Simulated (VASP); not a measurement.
# KCdCO3F (P-6m2) in VASP: a series of runs

The runs below take KCdCO3F through single point, relaxation of cell and atoms, with PBE.

All numbers are computed with VASP 6.6.1; they aren't measurements. Logs are shortened: lines on timing, memory, paths and dates and some standing lists are left out, and cuts for length are marked.

## Step 1: The cell of the first run

It takes space group P-6m2 (No. 187, hexagonal). The conventional cell has a = 5.134 Å, b = 5.134 Å, c = 4.487 Å, α = 90.00°, β = 90.00°, γ = 120.00°. Within 3.7 Å of K (site symmetry -6m2) lie 6 O at 2.80 Å and 3 F at 2.96 Å. Cd (site symmetry -6m2) has 2 F at 2.24 Å and 6 O at 2.57 Å and 3 C at 2.96 Å within 3.0 Å. C (site symmetry -6m2) has 3 O at 1.29 Å within 1.7 Å. Within 1.7 Å of O (site symmetry mm2) lie 1 C at 1.29 Å. F (site symmetry -6m2) has 2 Cd at 2.24 Å and 3 K at 2.96 Å within 3.0 Å.

## Step 2: Single point, PBE

Input file INCAR:

```
PREC = Accurate
ENCUT = 520
EDIFF = 1E-6
ISMEAR = 0
SIGMA = 0.02
LREAL = False
LASPH = True
NELM = 100
ALGO = Normal
ISIF = 2
LWAVE = False
LCHARG = False
GGA = PE
NBANDS = 34
```

Input file KPOINTS:

```
regular mesh
0
Gamma
  6 6 6
```

Input file POSCAR:

```
KCdCO3F
1.0
    5.1337856221      0.0000000000      0.0000000000
   -2.5668928111      4.4459887663      0.0000000000
    0.0000000000      0.0000000000      4.4871737454
K Cd C O F
1 1 1 3 1
Direct
    0.0000000000      0.0000000000      0.0000000000
    0.6666666667      0.3333333333      0.5000000000
    0.3333333333      0.6666666667      0.5000000000
    0.1879041669      0.3758083338      0.5000000000
    0.1879041669      0.8120958331      0.5000000000
    0.6241916662      0.8120958331      0.5000000000
    0.6666666667      0.3333333333      0.0000000000
```

Potentials or basis: VASP PAW PBE potentials, release 64 (K_sv, Cd, C, O, F).

Launch:

```
cat potpaw_PBE.64/K_sv/POTCAR potpaw_PBE.64/Cd/POTCAR potpaw_PBE.64/C/POTCAR potpaw_PBE.64/O/POTCAR potpaw_PBE.64/F/POTCAR > POTCAR
mpirun -np 1 vasp_std > vasp.out
```

OUTCAR:

```text
PREC = Accurate
   ENCUT = 520
   EDIFF = 1E-6
   ISMEAR = 0
   LREAL = False
   LASPH = True
   NELM = 100
   ISIF = 2
   GGA = PE

 ion  position               nearest neighbor table
   1  0.000  0.000  0.000-   6 2.80   6 2.80   4 2.80   4 2.80   5 2.80   5 2.80   2 3.72   2 3.72
                             2 3.72   2 3.72   2 3.72   2 3.72
   2  0.667  0.333  0.500-   7 2.24   7 2.24   4 2.57   6 2.57   5 2.57   5 2.57   4 2.57   6 2.57
                             1 3.72   1 3.72   1 3.72   1 3.72   1 3.72   1 3.72
   3  0.333  0.667  0.500-   5 1.29   6 1.29   4 1.29
   4  0.188  0.376  0.500-   3 1.29   2 2.57   2 2.57   1 2.80   1 2.80
   5  0.188  0.812  0.500-   3 1.29   2 2.57   2 2.57   1 2.80   1 2.80
   6  0.624  0.812  0.500-   3 1.29   2 2.57   2 2.57   1 2.80   1 2.80
   7  0.667  0.333  0.000-   2 2.24   2 2.24

  LATTYP: Found a hexagonal cell.
 ALAT       =     5.1337856221
 C/A-ratio  =     0.8740477448

  Lattice vectors:

 A1 = (   5.1337856221,   0.0000000000,   0.0000000000)
 A2 = (  -2.5668928111,   4.4459887663,   0.0000000000)
 A3 = (   0.0000000000,   0.0000000000,   4.4871737454)

Analysis of symmetry for initial positions (statically):
=====================================================================
 Subroutine PRICEL returns:
 Original cell was already a primitive cell.

 Routine SETGRP: Setting up the symmetry group for a
 hexagonal supercell.

 Subroutine GETGRP returns: Found 12 space group operations
 (whereof 12 operations were pure point group operations)
 out of a pool of 24 trial point group operations.

The static configuration has the point symmetry D_3h.

Analysis of symmetry for dynamics (positions and initial velocities):
=====================================================================
 Subroutine PRICEL returns:
 Original cell was already a primitive cell.

 Routine SETGRP: Setting up the symmetry group for a
 hexagonal supercell.

 Subroutine GETGRP returns: Found 12 space group operations
 (whereof 12 operations were pure point group operations)
 out of a pool of 24 trial point group operations.

The dynamic configuration has the point symmetry D_3h.

 Subroutine INISYM returns: Found 12 space group operations
 (whereof 12 operations are pure point group operations),
 and found     1 'primitive' translations

----------------------------------------------------------------------------------------

                                     Primitive cell

  volume of cell :     102.4186

  direct lattice vectors                    reciprocal lattice vectors
     5.133785622  0.000000000  0.000000000     0.194788032  0.112460923  0.000000000
    -2.566892811  4.445988766  0.000000000     0.000000000  0.224921846  0.000000000
     0.000000000  0.000000000  4.487173745     0.000000000  0.000000000  0.222857428

  length of vectors
     5.133785622  5.133785622  4.487173745     0.224921846  0.224921846  0.222857428

  position of ions in fractional coordinates (direct lattice)
     0.000000000  0.000000000  0.000000000
     0.666666667  0.333333333  0.500000000
     0.333333333  0.666666667  0.500000000
     0.187904167  0.375808334  0.500000000
     0.187904167  0.812095833  0.500000000
     0.624191666  0.812095833  0.500000000
     0.666666667  0.333333333  0.000000000

  ion indices of the primitive-cell ions
   primitive index   ion index
                 1           1
                 2           2
                 3           3
                 4           4
                 5           5
                 6           6
                 7           7

----------------------------------------------------------------------------------------

 KPOINTS: regular mesh

Automatic generation of k-mesh.
 Grid dimensions read from file:
 generate k-points for:    6    6    6

 Generating k-lattice:

  Cartesian coordinates                     Fractional coordinates (reciprocal lattice)
     0.032464672  0.018743487  0.000000000     0.166666667  0.000000000  0.000000000
     0.000000000  0.037486974  0.000000000     0.000000000  0.166666667  0.000000000
     0.000000000  0.000000000  0.037142905     0.000000000  0.000000000  0.166666667

  Length of vectors
     0.037486974  0.037486974  0.037142905

  Shift w.r.t. Gamma in fractional coordinates (k-lattice)
     0.000000000  0.000000000  0.000000000

 Subroutine IBZKPT returns following result:
 ===========================================

 Found     28 irreducible k-points:

 Following reciprocal coordinates:
            Coordinates               Weight
  0.000000  0.000000  0.000000      1.000000
  0.166667  0.000000  0.000000      6.000000
  0.333333  0.000000  0.000000      6.000000
  0.500000  0.000000  0.000000      3.000000
  0.166667  0.166667  0.000000      6.000000
  0.333333  0.166667  0.000000     12.000000
[... 16 lines left out ...]
  0.166667  0.000000  0.500000      6.000000
  0.333333  0.000000  0.500000      6.000000
 [... further k-points ...]
   k-points           NKPTS =     28   k-points in BZ     NKDIM =     28   number of bands    NBANDS=     34
   number of dos      NEDOS =    301   number of ions     NIONS =      7
   total plane-waves  NPLWV =  57600
   dimension x,y,z NGX =    40 NGY =   40 NGZ =   36
   dimension x,y,z NGXF=    80 NGYF=   80 NGZF=   72
   ions per type =               1   1   1   3   1
   NGX,Y,Z   is equivalent  to a cutoff of  12.95, 12.95, 13.34 a.u.
   NGXF,Y,Z  is equivalent  to a cutoff of  25.91, 25.91, 26.68 a.u.
 SYSTEM =  unknown system
   PREC   = accura    normal or accurate (medium, high low for compatibility)
   ISTART =      0    job   : 0-new  1-cont  2-samecut
   ICHARG =      2    charge: 1-file 2-atom 10-const
   ISPIN  =      1    spin polarized calculation?
   LNONCOLLINEAR =      F non collinear calculations
   LSORBIT =      F    spin-orbit coupling
   LASPH  =      T    aspherical Exc in radial PAW
   ENCUT  =  520.0 eV  38.22 Ry    6.18 a.u.   9.55  9.55  8.34*2*pi/ulx,y,z
   NELM   =    100;   NELMIN=  2; NELMDL= -5     # of ELM steps
   EDIFF  = 0.1E-05   stopping-criterion for ELM
   LREAL  =      F    real-space projection
   EDIFFG = 0.1E-04   stopping-criterion for IOM
   NSW    =      0    number of steps for IOM
   IBRION =     -1    ionic relax: 0-MD 1-quasi-New 2-CG
   NFREE  =      0    steps in history (QN), initial steepest desc. (CG)
   ISIF   =      2    stress and relaxation
   ISYM   =      2    0-nonsym 1-usesym 2-fastsym
   POTIM  = 0.5000    time-step for ionic-motion
   TEBEG  =    0.0;   TEEND  =   0.0 temperature during run
   PSTRESS=    0.0 pullay stress
   NELECT =      50.0000    total number of electrons
   NUPDOWN=      -1.0000    fix difference up-down
   EMIN   =  10.00;   EMAX   =-10.00  energy-range for DOS
   EFERMI =   0.00;   METHOD = LEGACY
   ISMEAR =     0;   SIGMA  =   0.02  broadening in eV -4-tet -1-fermi 0-gaus
   EFERMI_NEDOS =   21; number of points for ismear=-14 and -15
   IALGO  =     38    algorithm
   IMIX   =      4    mixing-type and parameters
     AMIX     =   0.40;   BMIX     =  1.00
     AMIX_MAG =   1.60;   BMIX_MAG =  1.00
  volume/ion in A,a.u.               =      14.63        98.74
  Fermi-wavevector in a.u.,A,eV,Ry     =   1.289056  2.435963 22.608336  1.661666
  Thomas-Fermi vector in A             =   2.420972
   LORBIT       =      0    0 simple, 1 ext, 2 COOP (PROOUT), +10 PAW based schemes
   GGA     = PE    functional components
   LHFCALC =     F    Hartree Fock is set to
   AEXX    =    0.0000 exact exchange contribution
   IVDW    =     0    specifies the selected vdW correction
   LEPSILON=     F    determine dielectric tensor
   LRPA    =     F    only Hartree local field effects (RPA)
 non-spin polarized calculation
 Gauss-broadening in eV      SIGMA  =   0.02
  energy-cutoff  :      520.00
  volume of cell :      102.42
 maximum number of plane-waves:      2813
 NGX is ok and might be reduce to    40
   NGX = 19   NGY = 19   NGZ = 17

 number of electron      50.0000002 magnetization

 Free energy of the ion-electron system (eV)
  ---------------------------------------------------
  ext. energy  EPLUGINS =         0.00000000
  ---------------------------------------------------
  free energy    TOTEN  =       -39.82327029 eV

  energy without entropy =      -39.82327029  energy(sigma->0) =      -39.82327029

 E-fermi :   0.1117     XC(G=0):  -9.2187

 val. band max:       -0.0834187481   @ k =   0.0000   0.0000   0.5000
 cond. band min:       1.6656421968   @ k =   0.0000   0.0000   0.0000
 fundamental gap:      1.7490609449
 Fermi energy:         0.1117253961

 k-point     1 :       0.0000    0.0000    0.0000
  band No.  band energies     occupation
      1     -27.8409      2.00000
      2     -21.9129      2.00000
      3     -21.7123      2.00000
      4     -18.6298      2.00000
      5     -18.6298      2.00000
      6     -11.3889      2.00000
[... 26 lines left out ...]
     33      10.2524      0.00000
     34      10.8351      0.00000

 k-point     2 :       0.1667    0.0000    0.0000
  band No.  band energies     occupation
      1     -27.8402      2.00000
      2     -21.8980      2.00000
      3     -21.7173      2.00000
      4     -18.6537      2.00000
      5     -18.6290      2.00000
      6     -11.3919      2.00000
[... 26 lines left out ...]
     33      10.1018      0.00000
     34      10.2770      0.00000

 k-point     3 :       0.3333    0.0000    0.0000
  band No.  band energies     occupation
      1     -27.8387      2.00000
      2     -21.8643      2.00000
      3     -21.7315      2.00000
      4     -18.7015      2.00000
      5     -18.6276      2.00000
      6     -11.3970      2.00000
[... 26 lines left out ...]
     33       9.9438      0.00000
     34      10.2591      0.00000
[... 704 lines left out ...]
 k-point    23 :       0.1667    0.0000    0.5000
  band No.  band energies     occupation
      1     -27.8337      2.00000
      2     -21.8745      2.00000
      3     -21.6770      2.00000
      4     -18.6537      2.00000
      5     -18.6210      2.00000
      6     -11.4629      2.00000
[... 26 lines left out ...]
     33       9.9025      0.00000
     34      11.1560      0.00000

 k-point    24 :       0.3333    0.0000    0.5000
  band No.  band energies     occupation
      1     -27.8326      2.00000
      2     -21.8442      2.00000
      3     -21.6801      2.00000
      4     -18.7173      2.00000
      5     -18.6193      2.00000
      6     -11.4083      2.00000
[... 26 lines left out ...]
     33      10.1652      0.00000
     34      10.5376      0.00000

 [... further k-points ...]
[... 5 lines left out ...]
  --------------------------------------------------------------------------------------
  -------------------------------------------------------------------------------------
  Total        0.5793922      0.5793922      0.2362104     -0.0000000     -0.0000000      0.0000000
  in kB        9.0636737      9.0636737      3.6951373     -0.0000000     -0.0000000      0.0000000
  external PRESSURE =       7.2741616 kB  Pullay stress =       0.0000000 kB

 VOLUME and BASIS-vectors are now :
 -----------------------------------------------------------------------------
  energy-cutoff  :      520.00
  volume of cell :      102.42
      direct lattice vectors                 reciprocal lattice vectors
     5.133785622  0.000000000  0.000000000     0.194788032  0.112460923  0.000000000
    -2.566892811  4.445988766  0.000000000     0.000000000  0.224921846  0.000000000
     0.000000000  0.000000000  4.487173745     0.000000000  0.000000000  0.222857428

 POSITION                                       TOTAL-FORCE (eV/Angst)
 -----------------------------------------------------------------------------------
      0.00000      0.00000      0.00000         0.000000     -0.000000      0.000000
      2.56689      1.48200      2.24359         0.000000     -0.000000      0.000000
     -0.00000      2.96399      2.24359         0.000000     -0.000000      0.000000
     -0.00000      1.67084      2.24359         0.000000     -0.258923     -0.000000
     -1.11990      3.61057      2.24359        -0.224234      0.129461      0.000000
      1.11990      3.61057      2.24359         0.224234      0.129461      0.000000
      2.56689      1.48200      0.00000         0.000000     -0.000000      0.000000
 -----------------------------------------------------------------------------------
    total drift:                               -0.000002      0.000001      0.000000

  FREE ENERGIE OF THE ION-ELECTRON SYSTEM (eV)
  ---------------------------------------------------
  free  energy   TOTEN  =       -39.8232702889 eV

  energy  without entropy=      -39.8232702889  energy(sigma->0) =      -39.82327029
```

It took 82 s on 1 thread of Intel Xeon Platinum 8488C (Sapphire Rapids), shared host; peak memory 0.29 GiB.

Results:

- Free energy: -39.8233 eV
- Pressure: 0.7 GPa
- Largest force: 0.259 eV/Å
- Band gap on the k mesh: 1.75 eV, indirect (the least direct gap lies 4.0 meV higher)

Forces in eV/Å, atoms in the order of the input:
```
K    0.000  0.000  0.000
Cd   0.000  0.000  0.000
C    0.000  0.000  0.000
O    0.000 -0.259  0.000
O   -0.224  0.129  0.000
O    0.224  0.129  0.000
F    0.000  0.000  0.000
```

Stress tensor (GPa, compression positive):
```
0.91 0.00 0.00
0.00 0.91 0.00
0.00 0.00 0.37
```

(Part 1 of 2 ends here.)
